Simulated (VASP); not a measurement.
# Sn (Fd-3m) in VASP: further runs, part 3 of 3

VASP 6.6.1.

**5. Single point, PBE**

This run uses another cell than the first one, of 37.33 Å³/atom.

INCAR

```
ALGO = Normal
EDIFF = 1E-6
ENCUT = 500
GGA = PE
GGA_COMPAT = False
ISIF = 2
ISMEAR = -1
LASPH = True
LCHARG = True
LELF = True
LREAL = False
LVHAR = True
LWAVE = False
NBANDS = 21
NELM = 120
PREC = Accurate
SIGMA = 0.02
```

KPOINTS

```
k-points
0
Gamma
  7 7 7
```

POSCAR

```
Sn
1.0
    0.0000000000      3.3422117311      3.3422117311
    3.3422117311      0.0000000000      3.3422117311
    3.3422117311      3.3422117311      0.0000000000
Sn
2
Direct
    0.0000000000      0.0000000000      0.0000000000
    0.2500000000      0.2500000000      0.2500000000
```

Potentials or basis: VASP PAW PBE potentials, release 64 (Sn_d).

Run with:

```sh
cat potpaw_PBE.64/Sn_d/POTCAR > POTCAR
mpirun -np 1 vasp_std > vasp.out
```

OUTCAR:

```text
EDIFF = 1E-6
   ENCUT = 500
   GGA = PE
   ISIF = 2
   ISMEAR = -1
   LASPH = True
   LREAL = False
   NELM = 120
   PREC = Accurate

 ion  position               nearest neighbor table
   1  0.000  0.000  0.000-   2 2.89   2 2.89   2 2.89   2 2.89
   2  0.250  0.250  0.250-   1 2.89   1 2.89   1 2.89   1 2.89

  LATTYP: Found a face centered cubic cell.
 ALAT       =     6.6844234622

  Lattice vectors:

 A1 = (   0.0000000000,   3.3422117311,   3.3422117311)
 A2 = (   3.3422117311,   0.0000000000,   3.3422117311)
 A3 = (   3.3422117311,   3.3422117311,   0.0000000000)

Analysis of symmetry for initial positions (statically):
=====================================================================
 Subroutine PRICEL returns:
 Original cell was already a primitive cell.

 Routine SETGRP: Setting up the symmetry group for a
 face centered cubic supercell.

 Subroutine GETGRP returns: Found 48 space group operations
 (whereof 24 operations were pure point group operations)
 out of a pool of 48 trial point group operations.

The static configuration has the point symmetry T_d .
 The point group associated with its full space group is O_h .

Analysis of symmetry for dynamics (positions and initial velocities):
=====================================================================
 Subroutine PRICEL returns:
 Original cell was already a primitive cell.

 Routine SETGRP: Setting up the symmetry group for a
 face centered cubic supercell.

 Subroutine GETGRP returns: Found 48 space group operations
 (whereof 24 operations were pure point group operations)
 out of a pool of 48 trial point group operations.

The dynamic configuration has the point symmetry T_d .
 The point group associated with its full space group is O_h .

 Subroutine INISYM returns: Found 48 space group operations
 (whereof 24 operations are pure point group operations),
 and found     1 'primitive' translations

----------------------------------------------------------------------------------------

                                     Primitive cell

  volume of cell :      74.6675

  direct lattice vectors                    reciprocal lattice vectors
     0.000000000  3.342211731  3.342211731    -0.149601533  0.149601533  0.149601533
     3.342211731  0.000000000  3.342211731     0.149601533 -0.149601533  0.149601533
     3.342211731  3.342211731  0.000000000     0.149601533  0.149601533 -0.149601533

  length of vectors
     4.726601158  4.726601158  4.726601158     0.259117457  0.259117457  0.259117457

  position of ions in fractional coordinates (direct lattice)
     0.000000000  0.000000000  0.000000000
     0.250000000  0.250000000  0.250000000

  ion indices of the primitive-cell ions
   primitive index   ion index
                 1           1
                 2           2

----------------------------------------------------------------------------------------

 KPOINTS: k-points

Automatic generation of k-mesh.
 Grid dimensions read from file:
 generate k-points for:    7    7    7

 Generating k-lattice:

  Cartesian coordinates                     Fractional coordinates (reciprocal lattice)
    -0.021371648  0.021371648  0.021371648     0.142857143  0.000000000  0.000000000
     0.021371648 -0.021371648  0.021371648     0.000000000  0.142857143  0.000000000
     0.021371648  0.021371648 -0.021371648     0.000000000  0.000000000  0.142857143

  Length of vectors
     0.037016780  0.037016780  0.037016780

  Shift w.r.t. Gamma in fractional coordinates (k-lattice)
     0.000000000  0.000000000  0.000000000

 Subroutine IBZKPT returns following result:
 ===========================================

 Found     20 irreducible k-points:

 Following reciprocal coordinates:
            Coordinates               Weight
  0.000000  0.000000  0.000000      1.000000
  0.142857  0.000000  0.000000      8.000000
  0.285714  0.000000  0.000000      8.000000
  0.428571  0.000000  0.000000      8.000000
  0.142857  0.142857  0.000000      6.000000
  0.285714  0.142857  0.000000     24.000000
[... 12 lines left out ...]
 -0.428571  0.428571  0.142857     24.000000
 -0.285714  0.428571  0.142857     24.000000
   k-points           NKPTS =     20   k-points in BZ     NKDIM =     20   number of bands    NBANDS=     21
   number of dos      NEDOS =    301   number of ions     NIONS =      2
   total plane-waves  NPLWV =  46656
   dimension x,y,z NGX =    36 NGY =   36 NGZ =   36
   dimension x,y,z NGXF=    72 NGYF=   72 NGZF=   72
   ions per type =               2
   NGX,Y,Z   is equivalent  to a cutoff of  12.66, 12.66, 12.66 a.u.
   NGXF,Y,Z  is equivalent  to a cutoff of  25.32, 25.32, 25.32 a.u.
 SYSTEM =  unknown system
   PREC   = accura    normal or accurate (medium, high low for compatibility)
   ISTART =      0    job   : 0-new  1-cont  2-samecut
   ICHARG =      2    charge: 1-file 2-atom 10-const
   ISPIN  =      1    spin polarized calculation?
   LNONCOLLINEAR =      F non collinear calculations
   LSORBIT =      F    spin-orbit coupling
   LASPH  =      T    aspherical Exc in radial PAW
   ENCUT  =  500.0 eV  36.75 Ry    6.06 a.u.   8.62  8.62  8.62*2*pi/ulx,y,z
   NELM   =    120;   NELMIN=  2; NELMDL= -5     # of ELM steps
   EDIFF  = 0.1E-05   stopping-criterion for ELM
   LREAL  =      F    real-space projection
   EDIFFG = 0.1E-04   stopping-criterion for IOM
   NSW    =      0    number of steps for IOM
   IBRION =     -1    ionic relax: 0-MD 1-quasi-New 2-CG
   NFREE  =      0    steps in history (QN), initial steepest desc. (CG)
   ISIF   =      2    stress and relaxation
   ISYM   =      2    0-nonsym 1-usesym 2-fastsym
   POTIM  = 0.5000    time-step for ionic-motion
   TEBEG  =    0.0;   TEEND  =   0.0 temperature during run
   PSTRESS=    0.0 pullay stress
   NELECT =      28.0000    total number of electrons
   NUPDOWN=      -1.0000    fix difference up-down
   EMIN   =  10.00;   EMAX   =-10.00  energy-range for DOS
   EFERMI =   0.00;   METHOD = LEGACY
   ISMEAR =    -1;   SIGMA  =   0.02  broadening in eV -4-tet -1-fermi 0-gaus
   EFERMI_NEDOS =   21; number of points for ismear=-14 and -15
   IALGO  =     38    algorithm
   IMIX   =      4    mixing-type and parameters
     AMIX     =   0.40;   BMIX     =  1.00
     AMIX_MAG =   1.60;   BMIX_MAG =  1.00
  volume/ion in A,a.u.               =      37.33       251.94
  Fermi-wavevector in a.u.,A,eV,Ry     =   1.180548  2.230912 18.962344  1.393693
  Thomas-Fermi vector in A             =   2.316838
   LORBIT       =      0    0 simple, 1 ext, 2 COOP (PROOUT), +10 PAW based schemes
   GGA     = PE    functional components
   LHFCALC =     F    Hartree Fock is set to
   AEXX    =    0.0000 exact exchange contribution
   IVDW    =     0    specifies the selected vdW correction
   LEPSILON=     F    determine dielectric tensor
   LRPA    =     F    only Hartree local field effects (RPA)
 non-spin polarized calculation
  energy-cutoff  :      500.00
  volume of cell :       74.67
 maximum number of plane-waves:      1917
   NGX = 17   NGY = 17   NGZ = 17

 number of electron      28.0000015 magnetization

 Free energy of the ion-electron system (eV)
  ---------------------------------------------------
  ext. energy  EPLUGINS =         0.00000000
  ---------------------------------------------------
  free energy    TOTEN  =        -7.67487645 eV

  energy without entropy =       -7.67403782  energy(sigma->0) =       -7.67445714

 E-fermi :   4.5993     XC(G=0):  -8.4891

 val. band max:        4.5302435961   @ k =   0.1429   0.0000   0.0000
 cond. band min:       4.6151835644   @ k =   0.4286   0.0000   0.0000
 fundamental gap:      0.0849399683
 Fermi energy:         4.5993435722

 k-point     1 :       0.0000    0.0000    0.0000
  band No.  band energies     occupation
      1     -16.7809      2.00000
      2     -16.7809      2.00000
      3     -16.7809      2.00000
      4     -16.7329      2.00000
      5     -16.7329      2.00000
      6     -16.4894      2.00000
[... 13 lines left out ...]
     20      12.4997      0.00000
     21      12.4997      0.00000
[... 433 lines left out ...]
 k-point    20 :      -0.2857    0.4286    0.1429
  band No.  band energies     occupation
      1     -16.8382      2.00000
      2     -16.8284      2.00000
      3     -16.6949      2.00000
      4     -16.6421      2.00000
      5     -16.6295      2.00000
      6     -16.6048      2.00000
[... 13 lines left out ...]
     20      13.1279      0.00000
     21      14.6515      0.00000

------------------------ aborting loop because EDIFF is reached ----------------------------------------

  FORCE on cell =-STRESS in cart. coord.  units (eV):
  Direction    XX          YY          ZZ          XY          YZ          ZX
  --------------------------------------------------------------------------------------
  -------------------------------------------------------------------------------------
  Total       -0.2354344     -0.2354344     -0.2354344     -0.0000000      0.0000000      0.0000000
  in kB       -5.0518294     -5.0518294     -5.0518294     -0.0000000      0.0000000      0.0000000
  external PRESSURE =      -5.0518294 kB  Pullay stress =       0.0000000 kB

 VOLUME and BASIS-vectors are now :
 -----------------------------------------------------------------------------
  energy-cutoff  :      500.00
  volume of cell :       74.67
      direct lattice vectors                 reciprocal lattice vectors
     0.000000000  3.342211731  3.342211731    -0.149601533  0.149601533  0.149601533
     3.342211731  0.000000000  3.342211731     0.149601533 -0.149601533  0.149601533
     3.342211731  3.342211731  0.000000000     0.149601533  0.149601533 -0.149601533

 POSITION                                       TOTAL-FORCE (eV/Angst)
 -----------------------------------------------------------------------------------
      0.00000      0.00000      0.00000         0.000000      0.000000      0.000000
      1.67111      1.67111      1.67111        -0.000000     -0.000000     -0.000000
 -----------------------------------------------------------------------------------
    total drift:                                0.000000      0.000000      0.000000

  FREE ENERGIE OF THE ION-ELECTRON SYSTEM (eV)
  ---------------------------------------------------
  free  energy   TOTEN  =        -7.6748764490 eV

  energy  without entropy=       -7.6740378212  energy(sigma->0) =       -7.67445714
```

OSZICAR:

```text
N       E                     dE             d eps       ncg     rms          rms(c)
DAV:   1     0.218337751527E+03    0.21834E+03   -0.14042E+04   850   0.180E+03
DAV:   2     0.160096367907E+02   -0.20233E+03   -0.19846E+03   845   0.432E+02
DAV:   3    -0.694390390800E+01   -0.22954E+02   -0.22843E+02  1010   0.137E+02
DAV:   4    -0.768467275060E+01   -0.74077E+00   -0.74056E+00   910   0.274E+01
DAV:   5    -0.771661516979E+01   -0.31942E-01   -0.31942E-01  1291   0.524E+00    0.283E+00
DAV:   6    -0.768656918879E+01    0.30046E-01   -0.24275E-02  1140   0.199E+00    0.166E+00
DAV:   7    -0.767266335895E+01    0.13906E-01   -0.38275E-02   930   0.206E+00    0.157E-01
DAV:   8    -0.767438231183E+01   -0.17190E-02   -0.53726E-03   930   0.832E-01    0.496E-02
DAV:   9    -0.767485353506E+01   -0.47122E-03   -0.62125E-04   943   0.158E-01    0.130E-02
DAV:  10    -0.767487096557E+01   -0.17431E-04   -0.31946E-05  1055   0.442E-02    0.620E-03
DAV:  11    -0.767487638341E+01   -0.54178E-05   -0.79049E-06   725   0.158E-02    0.792E-04
DAV:  12    -0.767487644897E+01   -0.65558E-07   -0.22231E-07   695   0.506E-03
   1 F= -.76748764E+01 E0= -.76744571E+01  d E =-.838628E-03
```

It took 50 s on 1 thread of Intel Xeon 8259CL, shared host; peak memory 0.2 GiB.

What came out:

```
Free energy            : -7.6749 eV
Pressure               : -0.5 GPa
Band gap on the k mesh : zero (bands 14 and 15 overlap by 0.22 eV)
```

Levels at points of the mesh, in eV from the Fermi level:
| k point | band 11 | band 12 | band 13 | band 14 | band 15 | band 16 | band 17 | band 18 |
| --- | --- | --- | --- | --- | --- | --- | --- | --- |
| (0.00, 0.00, 0.00) | -9.89 | -1.09 | 0.24 | 0.24 | 0.24 | 2.29 | 2.29 | 2.29 |

Caveat: spin-orbit coupling is left out, which moves the levels of the heavy elements.

**6. Summary**

| cell | gap on the mesh (eV) | pressure (GPa) |
| --- | --- | --- |
| a = 4.703 Å, angles 60.0°, 2 atoms | none | 0.0 |
| a = 4.680 Å, angles 60.0°, 2 atoms | none | 0.6 |
| a = 4.727 Å, angles 60.0°, 2 atoms | none | -0.5 |

Alike in all rows: task single point; level PBE; potentials or basis VASP PAW PBE potentials, release 64 (Sn_d); no spin polarisation; k mesh 7 × 7 × 7; cutoff (eV) 500; smearing fermi-dirac 0.02 eV.

Caveats: spin-orbit coupling is left out, which moves the levels of the heavy elements.

Total energies depend on the potentials used, so only differences within one code and one set of settings carry meaning.
